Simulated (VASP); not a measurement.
Input of a VASP 6.6.1 run:

File POSCAR:

```
Ga2O3
1.0
    6.1041073369     -1.5160846042      0.0018245126
    6.1041073369      1.5160846042      0.0018245126
   -1.3836503957      0.0000000000      5.6283865537
Ga O
4 6
Direct
    0.3411010796      0.3411010796      0.6856300879
    0.6588989204      0.6588989204      0.3143699121
    0.9091117874      0.9091117874      0.2048385277
    0.0908882126      0.0908882126      0.7951614723
    0.5036592877      0.5036592877      0.7445381081
    0.4963407123      0.4963407123      0.2554618919
    0.8270197687      0.8270197687      0.4375175469
    0.1729802313      0.1729802313      0.5624824531
    0.8344873732      0.8344873732      0.8908077737
    0.1655126268      0.1655126268      0.1091922263
```

The input INCAR.step1:

```
SYSTEM = Ga2O3
PREC = Accurate
ENCUT = 520
ISMEAR = -1
SIGMA = 0.05
LREAL = .FALSE.
LASPH = .TRUE.
NELM = 60
NBANDS = 55
GGA = PE
ALGO = Normal
EDIFF = 1E-4
LWAVE = .TRUE.
LCHARG = .FALSE.
```

The input INCAR.step2:

```
SYSTEM = Ga2O3
PREC = Accurate
ENCUT = 520
EDIFF = 1E-6
ISMEAR = -1
SIGMA = 0.05
LREAL = .FALSE.
LASPH = .TRUE.
NELM = 60
ALGO = Normal
ISIF = 2
LWAVE = .FALSE.
LCHARG = .FALSE.
METAGGA = R2SCAN
LMIXTAU = .TRUE.
LUSE_VDW = .TRUE.
IVDW_NL = 2
BPARAM = 11.95
CPARAM = 0.0093
NBANDS = 55
ISTART = 1
```

The input KPOINTS:

```
regular mesh
0
G
  9 9 5
  0 0 0
```

Potentials or basis: VASP PAW PBE potentials, release 64 (Ga_d, O).

Run with:

```sh
$ cat potpaw_PBE.64/Ga_d/POTCAR potpaw_PBE.64/O/POTCAR > POTCAR
$ cp INCAR.step1 INCAR
$ mpirun -np 1 vasp_std > vasp.out
$ cp INCAR.step2 INCAR
$ mpirun -np 1 vasp_std > vasp.out
```

Question: Predict the largest force.

Answer: 0.085 eV/Å.

Question: Predict the pressure.

Answer: 1.8 GPa.

Question: What does it give for the band gap on the k mesh?

Answer: 3.04 eV (least direct gap 3.06 eV).

Stress tensor (GPa, compression positive):
```
1.63 0.00 0.03
0.00 2.04 0.00
0.03 0.00 1.74
```

Caveat: the PAW data sets were made with another functional, which shifts forces and pressure a little. r2SCAN opens gaps a little over a GGA but as a rule still falls short of measured ones.
